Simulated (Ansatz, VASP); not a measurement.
## Two plane-wave programs on TiSi2

```
CELL_PARAMETERS angstrom
-1.47948 1.71464 4.20976
1.47948 -1.71464 4.20976
1.47948 1.71464 -4.20976
ATOMIC_POSITIONS crystal
Ti 0.00000 0.00000 0.00000
Si 0.33093 0.33093 0.00000
Si 0.66907 0.66907 0.00000
```

Alike in both runs: task single point; functional LDA; k mesh 18 × 18 × 18; occupations gaussian, width 0.15 eV; no spin polarisation.

|  | VASP | Ansatz |
| --- | --- | --- |
| version | VASP 6.6.1 | Ansatz 0.2.0 |
| potentials or method | VASP PAW LDA potentials, release 64 (Ti_sv, Si), cutoff 520 eV | scalar-relativistic, plane waves, PAW |
| valence electrons in the cell | 20 | 20 |

|  | VASP | Ansatz | Ansatz less VASP |
| --- | --- | --- | --- |
| gap on the k mesh at the Fermi level (eV) | none | none | - |
| pressure (GPa) | -7.0 | -7.2 | -0.18 |
| traceless stress, the component that is largest in VASP (GPa) | 0.60 | 0.64 | +0.035 |
| rms of the force components (eV/Å) | 0.015 | 0.017 | +0.0022 |

Ansatz warns that its potentials were made for another functional, while VASP's fit it. LDA's correlation is that of Perdew and Zunger in VASP and of Perdew and Wang (1992) in Ansatz. Atom by atom the forces differ by 0.002 eV/Å (rms over components). A gap of «none» marks a metal or a gap that the smearing closes.
